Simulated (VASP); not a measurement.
# V (P6_3/mmc) in VASP: notebook

V is run at these levels: LDA; tasks: single point.

Everything below comes from runs of VASP 6.6.1. Logs are shortened: lines on timing, memory, paths and dates and some standing lists are left out, and cuts for length are marked.

### 1 The cell of the first run

Symmetry: P6_3/mmc, No. 194, hexagonal system. Conventional cell: a = 2.429 Å, b = 2.429 Å, c = 4.441 Å, α = 90.00°, β = 90.00°, γ = 120.00°. Within 3.2 Å of V (site symmetry -6m2) lie 12 V at 2.43 to 2.63 Å.

### 2 Single point, LDA

INCAR reads:

```
SYSTEM = V
ALGO = Normal
EDIFF = 1E-6
ENCUT = 520
GGA = CA
ISIF = 2
ISMEAR = -1
LASPH = .True.
LCHARG = .True.
LELF = .True.
LREAL = .False.
LVHAR = .True.
LWAVE = .False.
NBANDS = 20
NELM = 100
PREC = Accurate
SIGMA = 0.08
```

KPOINTS reads:

```
k-points
0
Gamma
  18 18 10
  0 0 0
```

POSCAR reads:

```
V
1.0
    2.4294798882      0.0000000000      0.0000000000
   -1.2147399441      2.1039913011      0.0000000000
    0.0000000000      0.0000000000      4.4408393197
V
2
Direct
    0.3333333333      0.6666666667      0.2500000000
    0.6666666667      0.3333333333      0.7500000000
```

Potentials or basis: VASP PAW LDA potentials, release 64 (V_sv).

Started as:

```
$ cat potpaw_LDA.64/V_sv/POTCAR > POTCAR
$ mpirun -np 1 vasp_std > vasp.out
```

OUTCAR:

```text
SYSTEM = V
   EDIFF = 1E-6
   ENCUT = 520
   GGA = CA
   ISIF = 2
   ISMEAR = -1
   LASPH = .True.
   LREAL = .False.
   NELM = 100
   PREC = Accurate

 ion  position               nearest neighbor table
   1  0.333  0.667  0.250-   2 2.63   2 2.63   2 2.63   2 2.63   2 2.63   2 2.63
   2  0.667  0.333  0.750-   1 2.63   1 2.63   1 2.63   1 2.63   1 2.63   1 2.63

  LATTYP: Found a hexagonal cell.
 ALAT       =     2.4294798882
 C/A-ratio  =     1.8278971319

  Lattice vectors:

 A1 = (   2.4294798882,   0.0000000000,   0.0000000000)
 A2 = (  -1.2147399441,   2.1039913011,   0.0000000000)
 A3 = (   0.0000000000,   0.0000000000,   4.4408393197)

Analysis of symmetry for initial positions (statically):
=====================================================================
 Subroutine PRICEL returns:
 Original cell was already a primitive cell.

 Routine SETGRP: Setting up the symmetry group for a
 hexagonal supercell.

 Subroutine GETGRP returns: Found 24 space group operations
 (whereof 12 operations were pure point group operations)
 out of a pool of 24 trial point group operations.

The static configuration has the point symmetry D_3d.
 The point group associated with its full space group is D_6h.

Analysis of symmetry for dynamics (positions and initial velocities):
=====================================================================
 Subroutine PRICEL returns:
 Original cell was already a primitive cell.

 Routine SETGRP: Setting up the symmetry group for a
 hexagonal supercell.

 Subroutine GETGRP returns: Found 24 space group operations
 (whereof 12 operations were pure point group operations)
 out of a pool of 24 trial point group operations.

The dynamic configuration has the point symmetry D_3d.
 The point group associated with its full space group is D_6h.

 Subroutine INISYM returns: Found 24 space group operations
 (whereof 12 operations are pure point group operations),
 and found     1 'primitive' translations

----------------------------------------------------------------------------------------

                                     Primitive cell

  volume of cell :      22.6998

  direct lattice vectors                    reciprocal lattice vectors
     2.429479888  0.000000000  0.000000000     0.411610734  0.237643568  0.000000000
    -1.214739944  2.103991301  0.000000000     0.000000000  0.475287136  0.000000000
     0.000000000  0.000000000  4.440839320     0.000000000  0.000000000  0.225182658

  length of vectors
[... 80 lines left out ...]
   ENCUT  =  520.0 eV  38.22 Ry    6.18 a.u.   4.52  4.52  8.26*2*pi/ulx,y,z
   NELM   =    100;   NELMIN=  2; NELMDL= -5     # of ELM steps
   EDIFF  = 0.1E-05   stopping-criterion for ELM
   LREAL  =      F    real-space projection
   EDIFFG = 0.1E-04   stopping-criterion for IOM
   NSW    =      0    number of steps for IOM
   IBRION =     -1    ionic relax: 0-MD 1-quasi-New 2-CG
   NFREE  =      0    steps in history (QN), initial steepest desc. (CG)
   ISIF   =      2    stress and relaxation
   ISYM   =      2    0-nonsym 1-usesym 2-fastsym
   POTIM  = 0.5000    time-step for ionic-motion
   TEBEG  =    0.0;   TEEND  =   0.0 temperature during run
   PSTRESS=    0.0 pullay stress
   NELECT =      26.0000    total number of electrons
   NUPDOWN=      -1.0000    fix difference up-down
   EMIN   =  10.00;   EMAX   =-10.00  energy-range for DOS
   EFERMI =   0.00;   METHOD = LEGACY
   ISMEAR =    -1;   SIGMA  =   0.08  broadening in eV -4-tet -1-fermi 0-gaus
   EFERMI_NEDOS =   21; number of points for ismear=-14 and -15
   IALGO  =     38    algorithm
   IMIX   =      4    mixing-type and parameters
     AMIX     =   0.40;   BMIX     =  1.00
     AMIX_MAG =   1.60;   BMIX_MAG =  1.00
  volume/ion in A,a.u.               =      11.35        76.59
  Fermi-wavevector in a.u.,A,eV,Ry     =   1.712873  3.236861 39.918597  2.933934
  Thomas-Fermi vector in A             =   2.790721
   LORBIT       =      0    0 simple, 1 ext, 2 COOP (PROOUT), +10 PAW based schemes
   GGA     = CA    functional components
   LHFCALC =     F    Hartree Fock is set to
   AEXX    =    0.0000 exact exchange contribution
   IVDW    =     0    specifies the selected vdW correction
   LEPSILON=     F    determine dielectric tensor
   LRPA    =     F    only Hartree local field effects (RPA)
 non-spin polarized calculation
  energy-cutoff  :      520.00
  volume of cell :       22.70
 maximum number of plane-waves:       635
   NGX =  9   NGY =  9   NGZ = 17

 number of electron      26.0000011 magnetization

 Free energy of the ion-electron system (eV)
  ---------------------------------------------------
  ext. energy  EPLUGINS =         0.00000000
  ---------------------------------------------------
  free energy    TOTEN  =       -19.08442795 eV

  energy without entropy =      -19.02613438  energy(sigma->0) =      -19.05528117

 E-fermi :  12.2149     XC(G=0): -14.1769

 val. band max:       12.2137956091   @ k =   0.3889   0.1111   0.2000
 cond. band min:      12.2152510603   @ k =   0.2778   0.2222   0.1000
 fundamental gap:      0.0014554512
 Fermi energy:        12.2149197795

 k-point     1 :       0.0000    0.0000    0.0000
  band No.  band energies     occupation
      1     -50.9803      2.00000
      2     -50.7337      2.00000
      3     -25.7327      2.00000
      4     -24.5026      2.00000
      5     -24.2618      2.00000
      6     -24.2618      2.00000
[... 541 lines left out ...]
     19      18.3125      0.00000
     20      21.4679      0.00000

 [... further k-points ...]

------------------------ aborting loop because EDIFF is reached ----------------------------------------

  FORCE on cell =-STRESS in cart. coord.  units (eV):
  Direction    XX          YY          ZZ          XY          YZ          ZX
  --------------------------------------------------------------------------------------
  -------------------------------------------------------------------------------------
  Total        4.6907183      4.6907183      4.6479405     -0.0000000      0.0000000      0.0000000
  in kB      331.0759446    331.0759445    328.0566444     -0.0000000      0.0000000      0.0000000
  external PRESSURE =     330.0695112 kB  Pullay stress =       0.0000000 kB

 VOLUME and BASIS-vectors are now :
 -----------------------------------------------------------------------------
  energy-cutoff  :      520.00
  volume of cell :       22.70
      direct lattice vectors                 reciprocal lattice vectors
     2.429479888  0.000000000  0.000000000     0.411610734  0.237643568  0.000000000
    -1.214739944  2.103991301  0.000000000     0.000000000  0.475287136  0.000000000
     0.000000000  0.000000000  4.440839320     0.000000000  0.000000000  0.225182658

 POSITION                                       TOTAL-FORCE (eV/Angst)
 -----------------------------------------------------------------------------------
     -0.00000      1.40266      1.11021        -0.000000      0.000000      0.000000
      1.21474      0.70133      3.33063         0.000000     -0.000000      0.000000
 -----------------------------------------------------------------------------------
    total drift:                                0.000000     -0.000000      0.000000

  FREE ENERGIE OF THE ION-ELECTRON SYSTEM (eV)
  ---------------------------------------------------
  free  energy   TOTEN  =       -19.0844279489 eV

  energy  without entropy=      -19.0261343814  energy(sigma->0) =      -19.05528117
```

Run time: 73 s. Hardware: 1 thread of Intel Xeon Platinum 8488C (Sapphire Rapids), shared host; peak memory 0.18 GiB.

What came out:

```
Free energy            : -19.0844 eV
Pressure               : 33.0 GPa
Band gap on the k mesh : zero (band 13 reaches 14.23 eV, above the bottom of band 14 at 11.39 eV)
```

### 3 Single point, LDA

INCAR reads:

```
  PREC = Accurate
  ENCUT = 520
  EDIFF = 1E-6
  ISMEAR = -1
  SIGMA = 0.08
  LREAL = False
  LASPH = True
  NELM = 60
  ALGO = Normal
  ISIF = 2
  LWAVE = False
  LCHARG = False
  NBANDS = 20
```

KPOINTS reads:

```
regular mesh
0
Gamma
  18 18 10
```

POSCAR reads:

```
V
1.0
    2.4294798882      0.0000000000      0.0000000000
   -1.2147399441      2.1039913012      0.0000000000
    0.0000000000      0.0000000000      4.4408393197
V
2
Direct
    0.3333333333      0.6666666667      0.2500000000
    0.6666666667      0.3333333333      0.7500000000
```

Potentials or basis: VASP PAW LDA potentials, release 64 (V_sv).

Started as:

```
$ cat potpaw_LDA.64/V_sv/POTCAR > POTCAR
$ mpirun -np 1 vasp_std > vasp.out
```

Wall time 78 s (1 thread of Intel Xeon Platinum 8488C (Sapphire Rapids), shared host); peak memory 0.19 GiB.

It converged, with:

- Free energy: -19.0844 eV
- Pressure: 33.0 GPa
- Band gap on the k mesh: zero (band 13 reaches 14.23 eV, above the bottom of band 14 at 11.39 eV)

Stress tensor (GPa, compression positive):
```
33.11  0.00  0.00
 0.00 33.11  0.00
 0.00  0.00 32.81
```

Levels at points of the mesh, in eV from the Fermi level:
```csv
k point,band 9,band 10,band 11,band 12,band 13,band 14,band 15,band 16,band 17,band 18
"(0.00, 0.00, 0.00)",-7.18,-3.94,-0.94,0.26,0.29,0.29,0.70,0.70,2.28,2.28
"(0.50, 0.00, 0.00)",-3.83,-3.64,-3.40,-0.61,0.25,0.38,0.65,3.73,4.56,4.70
"(0.00, 0.00, 0.50)",-5.14,-5.14,-1.36,-1.36,0.34,0.34,0.34,0.34,3.15,3.15
"(0.50, 0.00, 0.50)",-4.10,-4.10,-2.48,-2.48,2.00,2.00,2.33,2.33,4.63,4.63
```

### 4 Single point, LDA

This run uses another cell than the first one, of 12.90 Å³/atom, 1.136 times its volume.

INCAR reads:

```
  PREC = Accurate
  ENCUT = 520
  EDIFF = 1E-6
  ISMEAR = -1
  SIGMA = 0.08
  LREAL = False
  LASPH = True
  NELM = 80
  ALGO = Normal
  ISIF = 2
  LWAVE = False
  LCHARG = True
  GGA = CA
  LELF = True
  LVHAR = True
  NBANDS = 20
```

KPOINTS is that of step 3.

POSCAR reads:

```
V
1.0
    2.5376597910      0.0000000000      0.0000000000
   -1.2688298955      2.1976778452      0.0000000000
    0.0000000000      0.0000000000      4.6253245015
V
2
Direct
    0.3333333333      0.6666666667      0.2500000000
    0.6666666667      0.3333333333      0.7500000000
```

Started as:

```
$ cat potpaw_LDA.64/V_sv/POTCAR > POTCAR
$ mpirun -np 1 vasp_std > vasp.out
```

Wall time 74 s (1 thread of Intel Xeon Platinum 8259CL at 2.50GHz (Skylake/Cascade Lake), shared host); peak memory 0.19 GiB.

The run converged. Its results:

* Free energy: -19.3797 eV
* Pressure: 0.5 GPa
* Band gap on the k mesh: zero (band 13 reaches 12.16 eV, above the bottom of band 14 at 9.73 eV)

Levels at points of the mesh, in eV from the Fermi level:
```
           k point  band 10  band 11  band 12  band 13  band 14  band 15  band 16  band 17
(0.00, 0.00, 0.00)    -3.60    -0.71    -0.04     0.32     0.32     0.66     0.66     1.97
(0.50, 0.00, 0.00)    -3.02    -3.01    -0.46     0.00     0.33     0.63     3.19     3.88
(0.00, 0.00, 0.50)    -5.09    -1.13    -1.13     0.36     0.36     0.36     0.36     2.70
(0.50, 0.00, 0.50)    -3.53    -2.03    -2.03     1.76     1.76     1.89     1.89     3.95
```

### 5 Single point, LDA

This run uses another cell than the first one, of 12.90 Å³/atom, 1.136 times its volume.

INCAR reads:

```
PREC = Accurate
ENCUT = 520
EDIFF = 1E-7
ISMEAR = -1
SIGMA = 0.08
LREAL = F
LASPH = T
NELM = 60
ALGO = Normal
ISIF = 2
LWAVE = F
LCHARG = F
NBANDS = 20
```

KPOINTS is that of step 4.

POSCAR is that of step 4.

Potentials or basis: VASP PAW LDA potentials, release 64 (V_sv).

Started as:

```
$ cat potpaw_LDA.64/V_sv/POTCAR > POTCAR
$ mpirun -np 1 vasp_std > vasp.out
```

OUTCAR:

```text
PREC = Accurate
   ENCUT = 520
   EDIFF = 1E-7
   ISMEAR = -1
   LREAL = F
   LASPH = T
   NELM = 60
   ISIF = 2

 ion  position               nearest neighbor table
   1  0.333  0.667  0.250-   2 2.74   2 2.74   2 2.74   2 2.74   2 2.74   2 2.74
   2  0.667  0.333  0.750-   1 2.74   1 2.74   1 2.74   1 2.74   1 2.74   1 2.74

  LATTYP: Found a hexagonal cell.
 ALAT       =     2.5376597910
 C/A-ratio  =     1.8226732038

  Lattice vectors:

 A1 = (   2.5376597910,   0.0000000000,   0.0000000000)
 A2 = (  -1.2688298955,   2.1976778452,   0.0000000000)
 A3 = (   0.0000000000,   0.0000000000,   4.6253245015)

Analysis of symmetry for initial positions (statically):
=====================================================================
 Subroutine PRICEL returns:
 Original cell was already a primitive cell.

 Routine SETGRP: Setting up the symmetry group for a
 hexagonal supercell.

 Subroutine GETGRP returns: Found 24 space group operations
 (whereof 12 operations were pure point group operations)
 out of a pool of 24 trial point group operations.

The static configuration has the point symmetry D_3d.
[... 159 lines left out ...]
  free energy    TOTEN  =       -19.37973629 eV

  energy without entropy =      -19.31206157  energy(sigma->0) =      -19.34589893

 E-fermi :  10.4019     XC(G=0): -13.4482

 val. band max:       10.4002797186   @ k =   0.2778   0.0556   0.4000
 cond. band min:      10.4033137196   @ k =   0.1111  -0.0000   0.2000
 fundamental gap:      0.0030340010
 Fermi energy:        10.4019238849

 k-point     1 :       0.0000    0.0000    0.0000
  band No.  band energies     occupation
      1     -52.8107      2.00000
      2     -52.6611      2.00000
      3     -27.4084      2.00000
      4     -26.5870      2.00000
      5     -26.4094      2.00000
      6     -26.4094      2.00000
[... 541 lines left out ...]
     19      15.5569      0.00000
     20      18.3147      0.00000

 [... further k-points ...]

------------------------ aborting loop because EDIFF is reached ----------------------------------------

  FORCE on cell =-STRESS in cart. coord.  units (eV):
  Direction    XX          YY          ZZ          XY          YZ          ZX
  --------------------------------------------------------------------------------------
  -------------------------------------------------------------------------------------
  Total        0.0813491      0.0813491      0.0726113      0.0000000      0.0000000      0.0000000
  in kB        5.0527036      5.0527036      4.5099867      0.0000000      0.0000000      0.0000000
  external PRESSURE =       4.8717980 kB  Pullay stress =       0.0000000 kB

 VOLUME and BASIS-vectors are now :
 -----------------------------------------------------------------------------
  energy-cutoff  :      520.00
  volume of cell :       25.80
      direct lattice vectors                 reciprocal lattice vectors
     2.537659791  0.000000000  0.000000000     0.394063855  0.227512873  0.000000000
    -1.268829895  2.197677845  0.000000000     0.000000000  0.455025746  0.000000000
     0.000000000  0.000000000  4.625324501     0.000000000  0.000000000  0.216201047

 POSITION                                       TOTAL-FORCE (eV/Angst)
 -----------------------------------------------------------------------------------
     -0.00000      1.46512      1.15633         0.000000     -0.000000      0.000000
      1.26883      0.73256      3.46899        -0.000000      0.000000      0.000000
 -----------------------------------------------------------------------------------
    total drift:                               -0.000000      0.000000     -0.000000

  FREE ENERGIE OF THE ION-ELECTRON SYSTEM (eV)
  ---------------------------------------------------
  free  energy   TOTEN  =       -19.3797362946 eV

  energy  without entropy=      -19.3120615698  energy(sigma->0) =      -19.34589893
```

stdout:

```text
POSCAR found type information on POSCAR V
 POSCAR found :  1 types and       2 ions
 scaLAPACK will be used
 LDA part: xc-table for (Slater(with rela. corr.)+CA(PZ))
 , standard interpolation
 POSCAR, INCAR and KPOINTS ok, starting setup
 FFT: planning ... GRIDC
 FFT: planning ... GRID_SOFT
 FFT: planning ... GRID
 WAVECAR not read
 entering main loop
```

It took 70 s on 1 thread of Intel Xeon Platinum 8259CL at 2.50GHz (Skylake/Cascade Lake), shared host; peak memory 0.2 GiB.

What came out:

```
Free energy            : -19.3797 eV
Pressure               : 0.5 GPa
Band gap on the k mesh : zero (band 13 reaches 12.16 eV, above the bottom of band 14 at 9.73 eV)
```
